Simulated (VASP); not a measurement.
# MoW14 (a cell with a defect) in VASP: single point with PBE

Aim: the single point of MoW14 (a cell with a defect) with PBE.

Everything below comes from runs of VASP 6.6.1. Logs are shortened: lines on timing, memory, paths and dates and some standing lists are left out, and cuts for length are marked.

### 1 The cell of the first run

The cell holds a defect, 15 atoms: a = 6.320 Å, b = 6.320 Å, c = 6.320 Å, α = 90.00°, β = 90.00°, γ = 90.00°.

### 2 Single point, PBE

INCAR

```
  PREC = Accurate
  ENCUT = 520
  EDIFF = 1E-6
  ISMEAR = 0
  SIGMA = 0.1
  LREAL = Auto
  LASPH = T
  NELM = 100
  ALGO = Normal
  ISIF = 2
  LWAVE = F
  LCHARG = T
  GGA = PE
  LELF = T
  LVHAR = T
  NBANDS = 118
```

KPOINTS

```
regular mesh
0
Gamma
  3 3 3
```

POSCAR

```
MoW14
1.0
    6.3200000000      0.0000000000      0.0000000000
    0.0000000000      6.3200000000      0.0000000000
    0.0000000000      0.0000000000      6.3200000000
Mo W
1 14
Direct
    0.0392738924     -0.0381704114     -0.0385767405
    0.5041575949      0.0036740506      0.0034596519
   -0.0025995253      0.4969185127      0.0033463608
   -0.0027873418      0.0037416139      0.4965259494
    0.2501482595      0.2493397152      0.2490278481
    0.4964849684      0.5045922468      0.0001273734
    0.4962118671      0.0002425633      0.5044843354
    0.7525955696      0.2483822785      0.2481090190
    0.0006544304      0.5046851266      0.5043102848
    0.2539181962      0.7471037975      0.2554202532
    0.2538840190      0.2558387658      0.7468250000
    0.4952702532      0.5056697785      0.5054637658
    0.7516534810      0.7509017405      0.2490316456
    0.7516789557      0.2493273734      0.7505536392
    0.7452216772      0.7471131329      0.7467906646
```

Potentials or basis: VASP PAW PBE potentials, release 64 (Mo_sv, W_sv).

Started as:

```console
cat potpaw_PBE.64/Mo_sv/POTCAR potpaw_PBE.64/W_sv/POTCAR > POTCAR
mpirun -np 1 vasp_std > vasp.out
```

OUTCAR:

```text
PREC = Accurate
   ENCUT = 520
   EDIFF = 1E-6
   ISMEAR = 0
   LREAL = Auto
   LASPH = T
   NELM = 100
   ISIF = 2
   GGA = PE

 ion  position               nearest neighbor table
   1  0.039  0.962  0.961-  11 2.67  10 2.67  15 2.67  14 2.90   5 2.90  13 2.90   2 2.96   3 2.96
                             4 2.96   8 3.14   3 3.40   4 3.40   2 3.40
   2  0.504  0.004  0.003-   8 2.69   5 2.72  13 2.72  14 2.72  15 2.75  10 2.77  11 2.77   1 2.96
                             7 3.15   6 3.15   6 3.17   7 3.17   1 3.40
   3  0.997  0.497  0.003-   8 2.69  13 2.72   5 2.72  14 2.72  11 2.75  10 2.77  15 2.77   1 2.96
                             9 3.15   6 3.15   6 3.17   9 3.17   1 3.40
   4  0.997  0.004  0.497-   8 2.69  14 2.72  13 2.72   5 2.72  10 2.75  15 2.77  11 2.77   1 2.96
                             7 3.15   9 3.15   9 3.17   7 3.17   1 3.40
   5  0.250  0.249  0.249-   2 2.72   3 2.72   4 2.72   6 2.74   7 2.74  12 2.77   9 2.77   1 2.90
                             8 3.14  10 3.15  11 3.15  11 3.17  10 3.17   8 3.18
   6  0.496  0.505  0.000-  10 2.70  15 2.72  11 2.72  13 2.74   5 2.74  14 2.77   8 2.77  12 3.13
                             2 3.15   3 3.15   3 3.17   2 3.17  12 3.19
   7  0.496  0.000  0.504-  11 2.70  15 2.72  10 2.72   5 2.74  14 2.74  13 2.77   8 2.78  12 3.13
                             2 3.15   4 3.15   4 3.17   2 3.17  12 3.19
   8  0.753  0.248  0.248-   4 2.69   2 2.69   3 2.69   6 2.77   9 2.78   7 2.78  12 2.82   1 3.14
                            13 3.14   5 3.14  14 3.14  14 3.18   5 3.18  13 3.18
   9  0.001  0.505  0.504-  15 2.70  10 2.72  11 2.72  13 2.74  14 2.74   5 2.77   8 2.78  12 3.13
                             3 3.15   4 3.15   4 3.17   3 3.17  12 3.19
  10  0.254  0.747  0.255-   1 2.67  12 2.67   6 2.70   7 2.72   9 2.72   4 2.75   2 2.77   3 2.77
                            13 3.15   5 3.15   5 3.17  13 3.17
  11  0.254  0.256  0.747-   1 2.67  12 2.67   7 2.70   9 2.72   6 2.72   3 2.75   4 2.77   2 2.77
                            14 3.15   5 3.15   5 3.17  14 3.17
  12  0.495  0.506  0.505-  11 2.67  15 2.67  10 2.67  14 2.77   5 2.77  13 2.77   8 2.82   7 3.13
                             9 3.13   6 3.13   6 3.19   9 3.19   7 3.19
  13  0.752  0.751  0.249-   3 2.72   2 2.72   4 2.72   6 2.74   9 2.74  12 2.77   7 2.77   1 2.90
                             8 3.14  10 3.15  15 3.15  15 3.17  10 3.17   8 3.18
  14  0.752  0.249  0.751-   4 2.72   2 2.72   3 2.72   9 2.74   7 2.74  12 2.77   6 2.77   1 2.90
                             8 3.14  15 3.15  11 3.15  11 3.17  15 3.17   8 3.18
  15  0.745  0.747  0.747-   1 2.67  12 2.67   9 2.70   7 2.72   6 2.72   2 2.75   4 2.77   3 2.77
                            13 3.15  14 3.15  14 3.17  13 3.17

  LATTYP: Found a simple cubic cell.
 ALAT       =     6.3200000000

  Lattice vectors:

 A1 = (   6.3200000000,   0.0000000000,   0.0000000000)
 A2 = (   0.0000000000,   6.3200000000,   0.0000000000)
 A3 = (   0.0000000000,   0.0000000000,   6.3200000000)

Analysis of symmetry for initial positions (statically):
=====================================================================
 Subroutine PRICEL returns:
 Original cell was already a primitive cell.

 Routine SETGRP: Setting up the symmetry group for a
 simple cubic supercell.

 Subroutine GETGRP returns: Found  1 space group operations
 (whereof  1 operations were pure point group operations)
 out of a pool of 48 trial point group operations.

The static configuration has the point symmetry C_1 .

Analysis of symmetry for dynamics (positions and initial velocities):
=====================================================================
 Subroutine PRICEL returns:
 Original cell was already a primitive cell.

 Routine SETGRP: Setting up the symmetry group for a
 simple cubic supercell.

 Subroutine GETGRP returns: Found  1 space group operations
 (whereof  1 operations were pure point group operations)
 out of a pool of 48 trial point group operations.

The dynamic configuration has the point symmetry C_1 .

 Subroutine INISYM returns: Found  1 space group operations
 (whereof  1 operations are pure point group operations),
 and found     1 'primitive' translations

----------------------------------------------------------------------------------------

                                     Primitive cell

  volume of cell :     252.4360

  direct lattice vectors                    reciprocal lattice vectors
     6.320000000  0.000000000  0.000000000     0.158227848  0.000000000  0.000000000
     0.000000000  6.320000000  0.000000000     0.000000000  0.158227848  0.000000000
     0.000000000  0.000000000  6.320000000     0.000000000  0.000000000  0.158227848

  length of vectors
     6.320000000  6.320000000  6.320000000     0.158227848  0.158227848  0.158227848

  position of ions in fractional coordinates (direct lattice)
     0.039273892  0.961829589  0.961423260
     0.504157595  0.003674051  0.003459652
     0.997400475  0.496918513  0.003346361
     0.997212658  0.003741614  0.496525949
     0.250148260  0.249339715  0.249027848
     0.496484968  0.504592247  0.000127373
     0.496211867  0.000242563  0.504484335
     0.752595570  0.248382279  0.248109019
     0.000654430  0.504685127  0.504310285
     0.253918196  0.747103798  0.255420253
     0.253884019  0.255838766  0.746825000
     0.495270253  0.505669778  0.505463766
     0.751653481  0.750901740  0.249031646
     0.751678956  0.249327373  0.750553639
     0.745221677  0.747113133  0.746790665

  ion indices of the primitive-cell ions
   primitive index   ion index
                 1           1
                 2           2
                 3           3
                 4           4
                 5           5
                 6           6
                 7           7
                 8           8
                 9           9
                10          10
                11          11
                12          12
                13          13
                14          14
                15          15

----------------------------------------------------------------------------------------

 KPOINTS: regular mesh

Automatic generation of k-mesh.
 Grid dimensions read from file:
 generate k-points for:    3    3    3

 Generating k-lattice:

  Cartesian coordinates                     Fractional coordinates (reciprocal lattice)
     0.052742616  0.000000000  0.000000000     0.333333333  0.000000000  0.000000000
     0.000000000  0.052742616  0.000000000     0.000000000  0.333333333  0.000000000
     0.000000000  0.000000000  0.052742616     0.000000000  0.000000000  0.333333333

  Length of vectors
     0.052742616  0.052742616  0.052742616

  Shift w.r.t. Gamma in fractional coordinates (k-lattice)
     0.000000000  0.000000000  0.000000000

 Subroutine IBZKPT returns following result:
 ===========================================

 Found     14 irreducible k-points:

 Following reciprocal coordinates:
            Coordinates               Weight
  0.000000  0.000000  0.000000      1.000000
  0.333333  0.000000  0.000000      2.000000
  0.000000  0.333333  0.000000      2.000000
  0.000000  0.000000  0.333333      2.000000
  0.333333  0.333333  0.000000      2.000000
  0.000000  0.333333  0.333333      2.000000
  0.333333  0.000000  0.333333      2.000000
 -0.333333  0.333333  0.000000      2.000000
 -0.333333  0.000000  0.333333      2.000000
  0.000000 -0.333333  0.333333      2.000000
  0.333333  0.333333  0.333333      2.000000
 -0.333333  0.333333  0.333333      2.000000
 -0.333333 -0.333333  0.333333      2.000000
  0.333333 -0.333333  0.333333      2.000000
   k-points           NKPTS =     14   k-points in BZ     NKDIM =     14   number of bands    NBANDS=    118
   number of dos      NEDOS =    301   number of ions     NIONS =     15
   total plane-waves  NPLWV = 110592
   dimension x,y,z NGX =    48 NGY =   48 NGZ =   48
   dimension x,y,z NGXF=    96 NGYF=   96 NGZF=   96
   ions per type =               1  14
   NGX,Y,Z   is equivalent  to a cutoff of  12.63, 12.63, 12.63 a.u.
   NGXF,Y,Z  is equivalent  to a cutoff of  25.25, 25.25, 25.25 a.u.
 SYSTEM =  unknown system
   PREC   = accura    normal or accurate (medium, high low for compatibility)
   ISTART =      0    job   : 0-new  1-cont  2-samecut
   ICHARG =      2    charge: 1-file 2-atom 10-const
   ISPIN  =      1    spin polarized calculation?
   LNONCOLLINEAR =      F non collinear calculations
   LSORBIT =      F    spin-orbit coupling
   LASPH  =      T    aspherical Exc in radial PAW
   ENCUT  =  520.0 eV  38.22 Ry    6.18 a.u.  11.75 11.75 11.75*2*pi/ulx,y,z
   NELM   =    100;   NELMIN=  2; NELMDL= -5     # of ELM steps
   EDIFF  = 0.1E-05   stopping-criterion for ELM
   LREAL  =      T    real-space projection
   EDIFFG = 0.1E-04   stopping-criterion for IOM
   NSW    =      0    number of steps for IOM
   IBRION =     -1    ionic relax: 0-MD 1-quasi-New 2-CG
   NFREE  =      0    steps in history (QN), initial steepest desc. (CG)
   ISIF   =      2    stress and relaxation
   ISYM   =      2    0-nonsym 1-usesym 2-fastsym
   POTIM  = 0.5000    time-step for ionic-motion
   TEBEG  =    0.0;   TEEND  =   0.0 temperature during run
   PSTRESS=    0.0 pullay stress
   NELECT =     210.0000    total number of electrons
   NUPDOWN=      -1.0000    fix difference up-down
   EMIN   =  10.00;   EMAX   =-10.00  energy-range for DOS
   EFERMI =   0.00;   METHOD = LEGACY
   ISMEAR =     0;   SIGMA  =   0.10  broadening in eV -4-tet -1-fermi 0-gaus
   EFERMI_NEDOS =   21; number of points for ismear=-14 and -15
   IALGO  =     38    algorithm
   IMIX   =      4    mixing-type and parameters
     AMIX     =   0.40;   BMIX     =  1.00
     AMIX_MAG =   1.60;   BMIX_MAG =  1.00
  volume/ion in A,a.u.               =      16.83       113.57
  Fermi-wavevector in a.u.,A,eV,Ry     =   1.539681  2.909576 32.254225  2.370619
  Thomas-Fermi vector in A             =   2.645875
   LORBIT       =      0    0 simple, 1 ext, 2 COOP (PROOUT), +10 PAW based schemes
   GGA     = PE    functional components
   LHFCALC =     F    Hartree Fock is set to
   AEXX    =    0.0000 exact exchange contribution
   IVDW    =     0    specifies the selected vdW correction
   LEPSILON=     F    determine dielectric tensor
   LRPA    =     F    only Hartree local field effects (RPA)
 non-spin polarized calculation
 Gauss-broadening in eV      SIGMA  =   0.10
  energy-cutoff  :      520.00
  volume of cell :      252.44
 maximum number of plane-waves:      6859
   NGX = 23   NGY = 23   NGZ = 23

 number of electron     210.0000010 magnetization

 Free energy of the ion-electron system (eV)
  ---------------------------------------------------
  ext. energy  EPLUGINS =         0.00000000
  ---------------------------------------------------
  free energy    TOTEN  =      -188.44110053 eV

  energy without entropy =     -188.40460611  energy(sigma->0) =     -188.42285332

 E-fermi :  10.3122     XC(G=0): -13.2023

 val. band max:       10.2811760816   @ k =   0.0000   0.0000   0.0000
 cond. band min:      10.4332584712   @ k =   0.0000   0.3333   0.0000
 fundamental gap:      0.1520823896
 Fermi energy:        10.3121923588

 k-point     1 :       0.0000    0.0000    0.0000
  band No.  band energies     occupation
      1     -63.5752      2.00000
      2     -63.5102      2.00000
      3     -63.5096      2.00000
      4     -63.4937      2.00000
      5     -63.4937      2.00000
      6     -63.4760      2.00000
[... 109 lines left out ...]
    116      12.0454      0.00000
    117      12.3747      0.00000
[... 1558 lines left out ...]
    116      12.5698      0.00000
    117      12.6068      0.00000
 [bands above 117 left out]

------------------------ aborting loop because EDIFF is reached ----------------------------------------

  FORCE on cell =-STRESS in cart. coord.  units (eV):
  Direction    XX          YY          ZZ          XY          YZ          ZX
  --------------------------------------------------------------------------------------
  -------------------------------------------------------------------------------------
  Total       -0.4397272     -0.4334263     -0.4462824      2.0011217     -2.0091029      2.0278236
  in kB       -2.7908895     -2.7508989     -2.8324947     12.7008518    -12.7515077     12.8703251
  external PRESSURE =      -2.7914277 kB  Pullay stress =       0.0000000 kB

 VOLUME and BASIS-vectors are now :
 -----------------------------------------------------------------------------
  energy-cutoff  :      520.00
  volume of cell :      252.44
      direct lattice vectors                 reciprocal lattice vectors
     6.320000000  0.000000000  0.000000000     0.158227848  0.000000000  0.000000000
     0.000000000  6.320000000  0.000000000     0.000000000  0.158227848  0.000000000
     0.000000000  0.000000000  6.320000000     0.000000000  0.000000000  0.158227848

 POSITION                                       TOTAL-FORCE (eV/Angst)
 -----------------------------------------------------------------------------------
      0.24821      6.07876      6.07620        -1.080344      1.077489      1.077982
      3.18628      0.02322      0.02187         0.056544     -0.088858     -0.094958
      6.30357      3.14053      0.02115         0.087015     -0.059110     -0.090624
      6.30238      0.02365      3.13804         0.097406     -0.094982     -0.056867
      1.58094      1.57583      1.57386         0.071371     -0.070542     -0.067278
      3.13779      3.18902      0.00080         0.097265     -0.100032     -0.099525
      3.13606      0.00153      3.18834         0.107809     -0.088063     -0.108199
      4.75640      1.56978      1.56805         0.040816     -0.037713     -0.040532
      0.00414      3.18961      3.18724         0.095097     -0.103650     -0.100301
      1.60476      4.72170      1.61426         0.031072     -0.034499     -0.191011
      1.60455      1.61690      4.71993         0.034537     -0.199849     -0.033509
      3.13011      3.19583      3.19453         0.024320     -0.019447     -0.025293
      4.75045      4.74570      1.57388         0.072143     -0.077340     -0.068498
      4.75061      1.57575      4.74350         0.068057     -0.068720     -0.071045
      4.70980      4.72175      4.71972         0.196890     -0.034685     -0.030342
 -----------------------------------------------------------------------------------
    total drift:                                0.002634     -0.002277     -0.001563

  FREE ENERGIE OF THE ION-ELECTRON SYSTEM (eV)
  ---------------------------------------------------
  free  energy   TOTEN  =      -188.4411005324 eV

  energy  without entropy=     -188.4046061068  energy(sigma->0) =     -188.42285332
```

Run time: 27 min. Hardware: 1 thread of Intel Xeon 8259CL, shared host; peak memory 0.48 GiB.

What came out:

| Quantity | Value |
| --- | --- |
| Free energy | -188.4411 eV |
| Pressure | -0.3 GPa |
| Largest force | 1.868 eV/Å |
| Band gap on the k mesh | zero (bands 105 and 106 overlap by 0.18 eV) |

Forces in eV/Å, atoms in the order of the input:
```
Mo  -1.080  1.077  1.078
W    0.057 -0.089 -0.095
W    0.087 -0.059 -0.091
W    0.097 -0.095 -0.057
W    0.071 -0.071 -0.067
W    0.097 -0.100 -0.100
W    0.108 -0.088 -0.108
W    0.041 -0.038 -0.041
W    0.095 -0.104 -0.100
W    0.031 -0.034 -0.191
W    0.035 -0.200 -0.034
W    0.024 -0.019 -0.025
W    0.072 -0.077 -0.068
W    0.068 -0.069 -0.071
W    0.197 -0.035 -0.030
```

Levels at points of the mesh, in eV from the Fermi level:
```csv
k point,band 103,band 104,band 105,band 106,band 107,band 108
"(0.00, 0.00, 0.00)",-0.03,-0.03,-0.03,0.86,0.86,1.11
```

Caveat: spin-orbit coupling is left out, which moves the levels of the heavy elements.

The gap in the log of VASP goes by the Fermi energy; the results here count the filled bands.